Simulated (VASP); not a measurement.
# BN (Pm) in VASP: further runs

BN is run at these levels: r2SCAN; tasks: single point.

Everything below comes from runs of VASP 6.6.1. Logs are shortened: lines on timing, memory, paths and dates and some standing lists are left out, and cuts for length are marked.

### 1 The cell of the first run

Symmetry: Pm, No. 6, monoclinic system. The conventional cell has a = 2.501 Å, b = 6.874 Å, c = 2.501 Å, α = 90.00°, β = 120.00°, γ = 90.00°. Within 1.8 Å of B (site symmetry m) lie 3 N at 1.35 to 1.52 Å. Within 1.8 Å of B (site symmetry m) lie 3 N at 1.38 to 1.54 Å. Within 1.8 Å of N (site symmetry m) lie 3 B at 1.38 to 1.54 Å. Within 1.8 Å of N (site symmetry m) lie 3 B at 1.35 to 1.52 Å.

### 2 Single point, r2SCAN (all B atoms moved -0.100 Å, as atom 1 along Cartesian [1 1 0])

File POSCAR:

```
BN
1.0
    2.5009753125      0.0000000000      0.0000000000
   -1.2504876563      2.1659081548      0.0000000000
    0.0000000000      0.0000000000      6.8741616654
B N
2 2
Direct
    0.2887365288      0.6340195399      0.2500000000
    0.6220698621      0.3006862066      0.7500000000
    0.3333333333      0.6666666667      0.7500000000
    0.6666666667      0.3333333333      0.2500000000
```

File INCAR.step1:

```
PREC = Accurate
ENCUT = 520
ISMEAR = 0
SIGMA = 0.05
LREAL = False
LASPH = True
NELM = 80
NBANDS = 16
GGA = PE
ALGO = Normal
EDIFF = 1E-4
LWAVE = True
LCHARG = False
```

File INCAR.step2:

```
PREC = Accurate
ENCUT = 520
EDIFF = 1E-7
ISMEAR = 0
SIGMA = 0.05
LREAL = False
LASPH = True
NELM = 80
ALGO = Normal
ISIF = 2
LWAVE = False
LCHARG = True
METAGGA = R2SCAN
LMIXTAU = True
LELF = True
LVHAR = True
NBANDS = 16
ISTART = 1
```

File KPOINTS:

```
Automatic mesh
0
Gamma
  12 12 4
```

Potentials or basis: VASP PAW PBE potentials, release 64 (B, N).

Command:

```sh
$ cat potpaw_PBE.64/B/POTCAR potpaw_PBE.64/N/POTCAR > POTCAR
$ cp INCAR.step1 INCAR
$ mpirun -np 1 vasp_std > vasp.out
$ cp INCAR.step2 INCAR
$ mpirun -np 1 vasp_std > vasp.out
```

OUTCAR:

```text
PREC = Accurate
   ENCUT = 520
   EDIFF = 1E-7
   ISMEAR = 0
   LREAL = False
   LASPH = True
   NELM = 80
   ISIF = 2
   METAGGA = R2SCAN
   ISTART = 1

 ion  position               nearest neighbor table
   1  0.289  0.634  0.250-   4 1.35   4 1.47   4 1.52
   2  0.622  0.301  0.750-   3 1.38   3 1.42   3 1.54
   3  0.333  0.667  0.750-   2 1.38   2 1.42   2 1.54
   4  0.667  0.333  0.250-   1 1.35   1 1.47   1 1.52

  LATTYP: Found a hexagonal cell.
 ALAT       =     2.5009753125
 C/A-ratio  =     2.7485923716

  Lattice vectors:

 A1 = (   2.5009753125,   0.0000000000,   0.0000000000)
 A2 = (  -1.2504876563,   2.1659081548,   0.0000000000)
 A3 = (   0.0000000000,   0.0000000000,   6.8741616654)

Analysis of symmetry for initial positions (statically):
=====================================================================
 Subroutine PRICEL returns:
 Original cell was already a primitive cell.

 Routine SETGRP: Setting up the symmetry group for a
 hexagonal supercell.

 Subroutine GETGRP returns: Found  2 space group operations
 (whereof  1 operations were pure point group operations)
 out of a pool of 24 trial point group operations.

The static configuration has the point symmetry C_1 .
 The point group associated with its full space group is C_1h.

Analysis of symmetry for dynamics (positions and initial velocities):
=====================================================================
 Subroutine PRICEL returns:
 Original cell was already a primitive cell.

 Routine SETGRP: Setting up the symmetry group for a
 hexagonal supercell.

 Subroutine GETGRP returns: Found  2 space group operations
 (whereof  1 operations were pure point group operations)
 out of a pool of 24 trial point group operations.

The dynamic configuration has the point symmetry C_1 .
 The point group associated with its full space group is C_1h.

 Subroutine INISYM returns: Found  2 space group operations
 (whereof  1 operations are pure point group operations),
 and found     1 'primitive' translations

----------------------------------------------------------------------------------------

                                     Primitive cell

  volume of cell :      37.2365

  direct lattice vectors                    reciprocal lattice vectors
     2.500975313  0.000000000  0.000000000     0.399844011  0.230850047  0.000000000
    -1.250487656  2.165908155  0.000000000     0.000000000  0.461700095  0.000000000
     0.000000000  0.000000000  6.874161665     0.000000000  0.000000000  0.145472284

  length of vectors
     2.500975313  2.500975312  6.874161665     0.461700095  0.461700095  0.145472284

  position of ions in fractional coordinates (direct lattice)
     0.288736529  0.634019540  0.250000000
     0.622069862  0.300686207  0.750000000
     0.333333333  0.666666667  0.750000000
     0.666666667  0.333333333  0.250000000

  ion indices of the primitive-cell ions
   primitive index   ion index
                 1           1
                 2           2
                 3           3
                 4           4

----------------------------------------------------------------------------------------

 KPOINTS: Automatic mesh

Automatic generation of k-mesh.
 Grid dimensions read from file:
 generate k-points for:   12   12    4

 Generating k-lattice:

  Cartesian coordinates                     Fractional coordinates (reciprocal lattice)
     0.033320334  0.019237504  0.000000000     0.083333333  0.000000000  0.000000000
     0.000000000  0.038475008  0.000000000     0.000000000  0.083333333  0.000000000
     0.000000000  0.000000000  0.036368071     0.000000000  0.000000000  0.250000000

  Length of vectors
     0.038475008  0.038475008  0.036368071

  Shift w.r.t. Gamma in fractional coordinates (k-lattice)
     0.000000000  0.000000000  0.000000000

 Subroutine IBZKPT returns following result:
 ===========================================

 Found    222 irreducible k-points:

 Following reciprocal coordinates:
            Coordinates               Weight
  0.000000  0.000000  0.000000      1.000000
  0.083333  0.000000  0.000000      2.000000
  0.000000  0.083333  0.000000      2.000000
 -0.083333  0.083333  0.000000      2.000000
  0.166667  0.000000  0.000000      2.000000
  0.000000  0.166667  0.000000      2.000000
[... 16 lines left out ...]
  0.166667  0.083333  0.000000      2.000000
 -0.083333  0.250000  0.000000      2.000000
 [... further k-points ...]
   k-points           NKPTS =    222   k-points in BZ     NKDIM =    222   number of bands    NBANDS=     16
   number of dos      NEDOS =    301   number of ions     NIONS =      4
   total plane-waves  NPLWV =  21600
   dimension x,y,z NGX =    20 NGY =   20 NGZ =   54
   dimension x,y,z NGXF=    40 NGYF=   40 NGZF=  108
   ions per type =               2   2
   NGX,Y,Z   is equivalent  to a cutoff of  13.29, 13.29, 13.06 a.u.
   NGXF,Y,Z  is equivalent  to a cutoff of  26.59, 26.59, 26.12 a.u.
 SYSTEM =  unknown system
   PREC   = accura    normal or accurate (medium, high low for compatibility)
   ISTART =      1    job   : 0-new  1-cont  2-samecut
   ICHARG =      0    charge: 1-file 2-atom 10-const
   ISPIN  =      1    spin polarized calculation?
   LNONCOLLINEAR =      F non collinear calculations
   LSORBIT =      F    spin-orbit coupling
   LASPH  =      T    aspherical Exc in radial PAW
   ENCUT  =  520.0 eV  38.22 Ry    6.18 a.u.   4.65  4.65 12.78*2*pi/ulx,y,z
   NELM   =     80;   NELMIN=  2; NELMDL=  0     # of ELM steps
   EDIFF  = 0.1E-06   stopping-criterion for ELM
   LREAL  =      F    real-space projection
   EDIFFG = 0.1E-05   stopping-criterion for IOM
   NSW    =      0    number of steps for IOM
   IBRION =     -1    ionic relax: 0-MD 1-quasi-New 2-CG
   NFREE  =      0    steps in history (QN), initial steepest desc. (CG)
   ISIF   =      2    stress and relaxation
   ISYM   =      2    0-nonsym 1-usesym 2-fastsym
   POTIM  = 0.5000    time-step for ionic-motion
   TEBEG  =    0.0;   TEEND  =   0.0 temperature during run
   PSTRESS=    0.0 pullay stress
   NELECT =      16.0000    total number of electrons
   NUPDOWN=      -1.0000    fix difference up-down
   EMIN   =  10.00;   EMAX   =-10.00  energy-range for DOS
   EFERMI =   0.00;   METHOD = LEGACY
   ISMEAR =     0;   SIGMA  =   0.05  broadening in eV -4-tet -1-fermi 0-gaus
   EFERMI_NEDOS =   21; number of points for ismear=-14 and -15
   IALGO  =     38    algorithm
   IMIX   =      4    mixing-type and parameters
     AMIX     =   0.40;   BMIX     =  1.00
     AMIX_MAG =   1.60;   BMIX_MAG =  1.00
  volume/ion in A,a.u.               =       9.31        62.82
  Fermi-wavevector in a.u.,A,eV,Ry     =   1.235355  2.334482 20.763877  1.526102
  Thomas-Fermi vector in A             =   2.370008
   LORBIT       =      0    0 simple, 1 ext, 2 COOP (PROOUT), +10 PAW based schemes
   METAGGA = R2SCAN    functional components
   LHFCALC =     F    Hartree Fock is set to
   AEXX    =    0.0000 exact exchange contribution
   IVDW    =     0    specifies the selected vdW correction
   LEPSILON=     F    determine dielectric tensor
   LRPA    =     F    only Hartree local field effects (RPA)
 non-spin polarized calculation
 Gauss-broadening in eV      SIGMA  =   0.05
  energy-cutoff  :      520.00
  volume of cell :       37.24
 maximum number of plane-waves:      1034
   NGX =  9   NGY =  9   NGZ = 25

 number of electron      16.0000000 magnetization

 Free energy of the ion-electron system (eV)
  ---------------------------------------------------
  ext. energy  EPLUGINS =         0.00000000
  ---------------------------------------------------
  free energy    TOTEN  =       -38.17652394 eV

  energy without entropy =      -38.17652394  energy(sigma->0) =      -38.17652394

 E-fermi :   1.9353     XC(G=0): -10.5056

 val. band max:        1.6818279826   @ k =  -0.2500  -0.4167   0.0000
 cond. band min:       6.4243975257   @ k =   0.5000   0.0000   0.0000
 fundamental gap:      4.7425695431
 Fermi energy:         1.9353237106

 k-point     1 :       0.0000    0.0000    0.0000
  band No.  band energies     occupation
      1     -17.0473      2.00000
      2     -16.8263      2.00000
      3      -4.5228      2.00000
      4      -2.6856      2.00000
      5      -0.8128      2.00000
      6      -0.7752      2.00000
[... 8 lines left out ...]
     15      15.9981      0.00000
     16      16.1166      0.00000

 k-point     2 :       0.0833    0.0000    0.0000
  band No.  band energies     occupation
      1     -16.9068      2.00000
      2     -16.6892      2.00000
      3      -4.3294      2.00000
      4      -2.5093      2.00000
      5      -1.2466      2.00000
      6      -1.0263      2.00000
[... 8 lines left out ...]
     15      15.8908      0.00000
     16      16.4136      0.00000

 k-point     3 :       0.0000    0.0833    0.0000
  band No.  band energies     occupation
      1     -16.9069      2.00000
      2     -16.6895      2.00000
      3      -4.3292      2.00000
      4      -2.5090      2.00000
      5      -1.2641      2.00000
      6      -1.0461      2.00000
[... 8 lines left out ...]
     15      15.8185      0.00000
     16      16.5201      0.00000

 k-point     4 :      -0.0833    0.0833    0.0000
  band No.  band energies     occupation
      1     -16.9071      2.00000
      2     -16.6898      2.00000
      3      -4.3291      2.00000
      4      -2.5087      2.00000
      5      -1.2271      2.00000
      6      -1.1271      2.00000
[... 8 lines left out ...]
     15      16.0002      0.00000
     16      16.4917      0.00000

 k-point     5 :       0.1667    0.0000    0.0000
  band No.  band energies     occupation
      1     -16.4946      2.00000
      2     -16.2851      2.00000
      3      -3.7571      2.00000
      4      -2.4815      2.00000
      5      -1.9913      2.00000
      6      -1.5978      2.00000
[... 8 lines left out ...]
     15      16.5776      0.00000
     16      17.9297      0.00000

 k-point     6 :       0.0000    0.1667    0.0000
  band No.  band energies     occupation
      1     -16.4947      2.00000
      2     -16.2869      2.00000
      3      -3.7563      2.00000
      4      -2.4619      2.00000
      5      -1.9902      2.00000
      6      -1.8639      2.00000
[... 8 lines left out ...]
     15      16.7822      0.00000
     16      17.9401      0.00000
[... 267 lines left out ...]
 k-point    21 :      -0.0833    0.1667    0.0000
  band No.  band energies     occupation
      1     -16.6315      2.00000
      2     -16.4200      2.00000
      3      -3.9454      2.00000
      4      -2.1601      2.00000
      5      -2.1209      2.00000
      6      -1.5636      2.00000
[... 8 lines left out ...]
     15      16.4089      0.00000
     16      17.8305      0.00000

 k-point    22 :      -0.1667    0.0833    0.0000
  band No.  band energies     occupation
      1     -16.6305      2.00000
      2     -16.4196      2.00000
      3      -3.9458      2.00000
      4      -2.1612      2.00000
      5      -2.0128      2.00000
      6      -1.6474      2.00000
[... 8 lines left out ...]
     15      16.4391      0.00000
     16      17.5461      0.00000

 k-point    23 :       0.1667    0.0833    0.0000
  band No.  band energies     occupation
      1     -16.0948      2.00000
      2     -15.8957      2.00000
      3      -3.3009      2.00000
      4      -3.1974      2.00000
      5      -2.6270      2.00000
      6      -1.5007      2.00000
[... 8 lines left out ...]
     15      17.2152      0.00000
     16      17.6301      0.00000

 k-point    24 :      -0.0833    0.2500    0.0000
  band No.  band energies     occupation
      1     -16.1003      2.00000
      2     -15.8962      2.00000
      3      -3.4389      2.00000
      4      -3.1956      2.00000
      5      -2.6068      2.00000
      6      -1.4870      2.00000
[... 8 lines left out ...]
     15      17.3854      0.00000
     16      17.6095      0.00000

 [... further k-points ...]

------------------------ aborting loop because EDIFF is reached ----------------------------------------

  FORCE on cell =-STRESS in cart. coord.  units (eV):
  Direction    XX          YY          ZZ          XY          YZ          ZX
  --------------------------------------------------------------------------------------
  -------------------------------------------------------------------------------------
  Total        1.4638929      1.4284488     -0.0630771      0.3661837      0.0000000      0.0000000
  in kB       62.9869673     61.4619134     -2.7140203     15.7557987      0.0000000      0.0000000
  external PRESSURE =      40.5782868 kB  Pullay stress =       0.0000000 kB

 VOLUME and BASIS-vectors are now :
 -----------------------------------------------------------------------------
  energy-cutoff  :      520.00
  volume of cell :       37.24
      direct lattice vectors                 reciprocal lattice vectors
     2.500975313  0.000000000  0.000000000     0.399844011  0.230850047  0.000000000
    -1.250487656  2.165908155  0.000000000     0.000000000  0.461700095  0.000000000
     0.000000000  0.000000000  6.874161665     0.000000000  0.000000000  0.145472284

 POSITION                                       TOTAL-FORCE (eV/Angst)
 -----------------------------------------------------------------------------------
     -0.07071      1.37323      1.71854         3.651359      2.983502      0.000000
      1.17978      0.65126      5.15562         2.310250      2.973957      0.000000
     -0.00000      1.44394      5.15562        -2.308965     -2.973905      0.000000
      1.25049      0.72197      1.71854        -3.652644     -2.983554      0.000000
 -----------------------------------------------------------------------------------
    total drift:                               -0.000098      0.000338     -0.000000

  FREE ENERGIE OF THE ION-ELECTRON SYSTEM (eV)
  ---------------------------------------------------
  free  energy   TOTEN  =       -38.1765239391 eV

  energy  without entropy=      -38.1765239391  energy(sigma->0) =      -38.17652394
```

Wall time 9.4 min (1 thread of Intel Xeon Platinum 8259CL at 2.50GHz (Skylake/Cascade Lake), shared host); peak memory 0.24 GiB.

Results:

```
Free energy            : -38.1765 eV
Pressure               : 4.1 GPa
Largest force          : 4.716 eV/Å
Band gap on the k mesh : 4.74 eV (least direct gap 5.13 eV)
```

Forces in eV/Å, atoms in the order of the input:
```
B    3.651  2.984  0.000
B    2.310  2.974  0.000
N   -2.309 -2.974  0.000
N   -3.653 -2.984  0.000
```

Caveat: the cell differs from its parent crystal (all B atoms moved -0.100 Å, as atom 1 along Cartesian [1 1 0]); the cell stands under pressure; the PAW data sets were made with another functional, which shifts forces and pressure a little. A k mesh can miss the band edges.

### 3 Single point, r2SCAN (all B atoms moved +0.075 Å, as atom 1 along Cartesian [1 1 0])

Edit POSCAR of step 2 so:

```diff
@@ -8,4 +8,4 @@
 Direct
-    0.2887365288      0.6340195399      0.2500000000
-    0.6220698621      0.3006862066      0.7500000000
+    0.3667809367      0.6911520117      0.2500000000
+    0.7001142701      0.3578186784      0.7500000000
     0.3333333333      0.6666666667      0.7500000000
```

File INCAR.step1:

```
  ALGO = Normal
  EDIFF = 1E-4
  ENCUT = 520
  GGA = PE
  ISMEAR = 0
  LASPH = True
  LCHARG = False
  LREAL = False
  LWAVE = True
  NBANDS = 16
  NELM = 80
  PREC = Accurate
  SIGMA = 0.05
```

File INCAR.step2:

```
  ALGO = Normal
  EDIFF = 1E-6
  ENCUT = 520
  ISIF = 2
  ISMEAR = 0
  ISTART = 1
  LASPH = True
  LCHARG = False
  LMIXTAU = True
  LREAL = False
  LWAVE = False
  METAGGA = R2SCAN
  NBANDS = 16
  NELM = 80
  PREC = Accurate
  SIGMA = 0.05
```

File KPOINTS:

```
k-points
0
Gamma
  12 12 4
```

Potentials or basis: VASP PAW PBE potentials, release 64 (B, N).

Command:

```sh
$ cat potpaw_PBE.64/B/POTCAR potpaw_PBE.64/N/POTCAR > POTCAR
$ cp INCAR.step1 INCAR
$ mpirun -np 1 vasp_std > vasp.out
$ cp INCAR.step2 INCAR
$ mpirun -np 1 vasp_std > vasp.out
```

OUTCAR:

```text
EDIFF = 1E-6
   ENCUT = 520
   ISIF = 2
   ISMEAR = 0
   ISTART = 1
   LASPH = True
   LREAL = False
   METAGGA = R2SCAN
   NELM = 80
   PREC = Accurate

 ion  position               nearest neighbor table
   1  0.367  0.691  0.250-   4 1.39   4 1.43   4 1.52
   2  0.700  0.358  0.750-   3 1.37   3 1.47   3 1.50
   3  0.333  0.667  0.750-   2 1.37   2 1.47   2 1.50
   4  0.667  0.333  0.250-   1 1.39   1 1.43   1 1.52

  LATTYP: Found a hexagonal cell.
[... 655 lines left out ...]

  FORCE on cell =-STRESS in cart. coord.  units (eV):
  Direction    XX          YY          ZZ          XY          YZ          ZX
  --------------------------------------------------------------------------------------
  -------------------------------------------------------------------------------------
  Total        0.8857264      0.8746085     -0.0606500      0.2020968      0.0000000      0.0000000
  in kB       38.1101809     37.6318106     -2.6095888      8.6956241      0.0000000      0.0000000
  external PRESSURE =      24.3774676 kB  Pullay stress =       0.0000000 kB

 VOLUME and BASIS-vectors are now :
 -----------------------------------------------------------------------------
  energy-cutoff  :      520.00
  volume of cell :       37.24
      direct lattice vectors                 reciprocal lattice vectors
     2.500975313  0.000000000  0.000000000     0.399844011  0.230850047  0.000000000
    -1.250487656  2.165908155  0.000000000     0.000000000  0.461700095  0.000000000
     0.000000000  0.000000000  6.874161665     0.000000000  0.000000000  0.145472284

 POSITION                                       TOTAL-FORCE (eV/Angst)
 -----------------------------------------------------------------------------------
      0.05303      1.49697      1.71854        -1.854226     -2.224604      0.000000
      1.30352      0.77500      5.15562        -2.599169     -2.227847      0.000000
     -0.00000      1.44394      5.15562         2.599920      2.227670      0.000000
      1.25049      0.72197      1.71854         1.853475      2.224781      0.000000
 -----------------------------------------------------------------------------------
    total drift:                               -0.000053     -0.000320      0.000000

  FREE ENERGIE OF THE ION-ELECTRON SYSTEM (eV)
  ---------------------------------------------------
  free  energy   TOTEN  =       -38.3605313260 eV

  energy  without entropy=      -38.3605313260  energy(sigma->0) =      -38.36053133
```

OSZICAR.step1:

```text
N       E                     dE             d eps       ncg     rms          rms(c)
DAV:   1     0.503725752425E+02    0.50373E+02   -0.79762E+03  7128   0.921E+02
DAV:   2    -0.352782990265E+02   -0.85651E+02   -0.77575E+02  9880   0.220E+02
DAV:   3    -0.386280977695E+02   -0.33498E+01   -0.33330E+01  9256   0.436E+01
DAV:   4    -0.386505690446E+02   -0.22471E-01   -0.22467E-01  8976   0.396E+00
DAV:   5    -0.386507887888E+02   -0.21974E-03   -0.21974E-03  9168   0.374E-01    0.115E+01
DAV:   6    -0.353138071566E+02    0.33370E+01   -0.54067E+00  9248   0.178E+01    0.513E+00
DAV:   7    -0.350168650193E+02    0.29694E+00   -0.60776E-01  9760   0.567E+00    0.320E+00
DAV:   8    -0.349373249498E+02    0.79540E-01   -0.24255E-01  9488   0.333E+00    0.474E-01
DAV:   9    -0.349329502466E+02    0.43747E-02   -0.16202E-02  7920   0.105E+00    0.205E-01
DAV:  10    -0.349339670398E+02   -0.10168E-02   -0.13924E-03  8368   0.291E-01    0.403E-02
DAV:  11    -0.349340899380E+02   -0.12290E-03   -0.10070E-04  7656   0.825E-02    0.255E-02
DAV:  12    -0.349341205820E+02   -0.30644E-04   -0.35242E-05  5832   0.467E-02
   1 F= -.34934121E+02 E0= -.34934121E+02  d E =-.347766E-19
```

Run time: 6.7 min. Hardware: 1 thread of Intel Xeon Platinum 8259CL at 2.50GHz (Skylake/Cascade Lake), shared host; peak memory 0.24 GiB.

Results:

- Free energy: -38.3605 eV
- Pressure: 2.4 GPa
- Largest force: 3.424 eV/Å
- Band gap on the k mesh: 4.81 eV (least direct gap 5.24 eV)

Forces on the atoms (eV/Å):
```
B   -1.854 -2.225  0.000
B   -2.599 -2.228  0.000
N    2.600  2.228  0.000
N    1.853  2.225  0.000
```

Caveat: the cell differs from its parent crystal (all B atoms moved +0.075 Å, as atom 1 along Cartesian [1 1 0]); the PAW data sets were made with another functional, which shifts forces and pressure a little.

(Continued in part 2 of 3.)
